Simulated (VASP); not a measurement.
Here is a VASP 6.6.1 calculation.

File POSCAR:

```
Sn
1.0
   -1.8946518200      1.8946518200      1.8946518200
    1.8946518200     -1.8946518200      1.8946518200
    1.8946518200      1.8946518200     -1.8946518200
Sn
1
Direct
    0.0000000000      0.0000000000      0.0000000000
```

The input INCAR.step1:

```
SYSTEM = Sn
  PREC = Accurate
  ENCUT = 520
  ISMEAR = 0
  SIGMA = 0.1
  LREAL = .FALSE.
  LASPH = .TRUE.
  NELM = 80
  NBANDS = 13
  GGA = PE
  ALGO = Normal
  EDIFF = 1E-4
  LWAVE = .TRUE.
  LCHARG = .FALSE.
```

File INCAR.step2:

```
SYSTEM = Sn
  PREC = Accurate
  ENCUT = 520
  EDIFF = 1E-7
  ISMEAR = 0
  SIGMA = 0.1
  LREAL = .FALSE.
  LASPH = .TRUE.
  NELM = 80
  ALGO = Normal
  ISIF = 2
  LWAVE = .FALSE.
  LCHARG = .FALSE.
  METAGGA = R2SCAN
  LMIXTAU = .TRUE.
  NBANDS = 13
  ISTART = 1
```

Contents of KPOINTS:

```
Automatic mesh
0
G
  12 12 12
  0 0 0
```

Potentials or basis: VASP PAW PBE potentials, release 64 (Sn_d).

Launch:

```sh
$ cat potpaw_PBE.64/Sn_d/POTCAR > POTCAR
$ cp INCAR.step1 INCAR
$ mpirun -np 1 vasp_std > vasp.out
$ cp INCAR.step2 INCAR
$ mpirun -np 1 vasp_std > vasp.out
```

Estimate the pressure.

-0.7 GPa.

What does it give for the band gap on the k mesh?

Zero (band 7 reaches 16.45 eV, above the bottom of band 8 at 5.41 eV).

Caveat: the PAW data sets were made with another functional, which shifts forces and pressure a little; spin-orbit coupling is left out, which moves the levels of the heavy elements.
